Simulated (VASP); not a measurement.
Input of a VASP 6.6.1 run:

INCAR

```
PREC = Accurate
ENCUT = 600
EDIFF = 1E-6
ISMEAR = 0
SIGMA = 0.1
LREAL = F
LASPH = T
NELM = 100
ALGO = Normal
ISIF = 3
LWAVE = F
LCHARG = F
GGA = PE
IBRION = 2
NSW = 90
EDIFFG = -0.04
```

File KPOINTS:

```
regular mesh
0
Gamma
  6 6 4
```

Contents of POSCAR:

```
Ga2P3
1.0
    3.9795311220      0.0000000000      0.0000000000
   -1.9897655610      3.4463750468      0.0000000000
    0.0000000000      0.0000000000      6.1915040046
Ga P
2 3
Direct
    0.3333333333      0.6666666667      0.2450000000
    0.6666666667      0.3333333333      0.7550000000
    0.0000000000      0.0000000000      0.0000000000
    0.3333333333      0.6666666667      0.6450000000
    0.6666666667      0.3333333333      0.3550000000
```

Potentials or basis: VASP PAW PBE potentials, release 64 (Ga_d, P).

Run with:

```sh
$ cat potpaw_PBE.64/Ga_d/POTCAR potpaw_PBE.64/P/POTCAR > POTCAR
$ mpirun -np 1 vasp_std > vasp.out
```

(1) What does it give for the space group after relaxing (to 0.1 Å)?

(2) What does it give for the relaxed cell?

(3) Estimate the band gap on the k mesh.

## Answers

(1) P-3m1 (No. 164).

(2) a = 3.598 Å, b = 3.598 Å, c = 8.289 Å, α = 90.00°, β = 90.00°, γ = 120.00°.

(3) zero (an odd number of electrons rules out a gap without spin polarisation).

Caveat: a cell axis changed by over 15 % at a fixed basis, so the end point is rough.
